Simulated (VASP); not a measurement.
LuHfO, 3 atoms in the cell. It takes space group P-6m2 (No. 187, hexagonal). The conventional cell has a = 4.024 Å, b = 4.024 Å, c = 4.122 Å, α = 90.00°, β = 90.00°, γ = 120.00°. Within 4.2 Å of Lu (site symmetry -6m2) lie 6 Hf at 3.11 Å and 6 O at 3.11 Å and 8 Lu at 4.02 to 4.12 Å. Within 3.2 Å of Hf (site symmetry -6m2) lie 3 O at 2.32 Å and 6 Lu at 3.11 Å. O (site symmetry -6m2) has 3 Hf at 2.32 Å and 6 Lu at 3.11 Å within 3.2 Å. The cell was generated, and may not be a known phase.

- Program: VASP 6.6.1
- Task: relaxation of cell and atoms
- Functional: PBE
- Potentials or basis: VASP PAW PBE potentials, release 64 (Lu, Hf_pv, O)
- Cutoff: 600 eV
- k mesh: 12 × 12 × 12
- Occupations: gaussian, width 0.1 eV
- Spin: no spin polarisation
- Dipole correction: no
- Further INCAR settings: ALGO = Normal; EDIFF = 1e-07; IBRION = 2; EDIFFG = -0.01; NSW = 100; ISIF = 3

Potentials or basis: VASP PAW PBE potentials, release 64 (Lu, Hf_pv, O).

Run with:

```bash
$ cat potpaw_PBE.64/Lu/POTCAR potpaw_PBE.64/Hf_pv/POTCAR potpaw_PBE.64/O/POTCAR > POTCAR
$ mpirun -np 1 vasp_std > vasp.out
```

Hardware: 1 thread of Intel(R) Xeon(R) 6975P-C (Granite Rapids), on a shared host.

Estimate the wall time of this run.

It took 31 min on 1 thread of Intel(R) Xeon(R) 6975P-C (Granite Rapids), on a shared host, peak memory 0.42 GiB. Counts: scf iterations 224, k points 133, ion steps 18.
